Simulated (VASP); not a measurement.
# BaTiO3: single point with PBEsol

The system is BaTiO3.

```
Ba Ti O
1.0
     3.99980   -0.04000   -0.04000
    -0.04000    3.99980   -0.04000
    -0.04018   -0.04018    4.01800
Ba Ti O
1 1 3
Direct
  0.00000 0.00000 0.00000
  0.50000 0.50000 0.50000
  0.50000 0.50000 0.00000
  0.50000 0.00000 0.50000
  0.00000 0.50000 0.50000
```

This cell differs from its parent crystal: equal xy, yz and zx shear strains of -2 %.

```yaml
Program: VASP 6.6.1
Task: single point
Functional: PBEsol
Potentials_or_basis: VASP PAW PBE potentials, release 64 (Ba_sv, Ti_sv, O)
Cutoff: 520 eV
k_mesh: 7 × 7 × 7
Occupations: fermi-dirac, width 0.03 eV
Spin: no spin polarisation
Dipole_correction: no
Further_INCAR_settings: ALGO = Normal; EDIFF = 1e-06; NBANDS = 28
```

```json
{"Pressure": "-2.7 GPa", "Band gap on the k mesh": "1.65 eV"}
```

Stress tensor (GPa, compression positive):
```
-2.37  2.49  2.48
 2.49 -2.37  2.48
 2.48  2.48 -3.22
```

Levels at points of the mesh, in eV from the valence-band top:
```tsv
k point	band 16	band 17	band 18	band 19	band 20	band 21	band 22	band 23	band 24	band 25
(0.00, 0.00, 0.00)	-1.04	-1.03	-0.17	-0.16	0.00	1.65	1.75	1.76	3.93	3.97
```

It took 4.4 min on 1 thread of Intel Xeon 8259CL, on a shared host, peak memory 0.3 GiB.

Caveat: the cell differs from its parent crystal (equal xy, yz and zx shear strains of -2 %); the PAW data sets were made with another functional, which shifts forces and pressure a little; spin-orbit coupling is left out, which moves the levels of the heavy elements. A k mesh can miss the band edges.
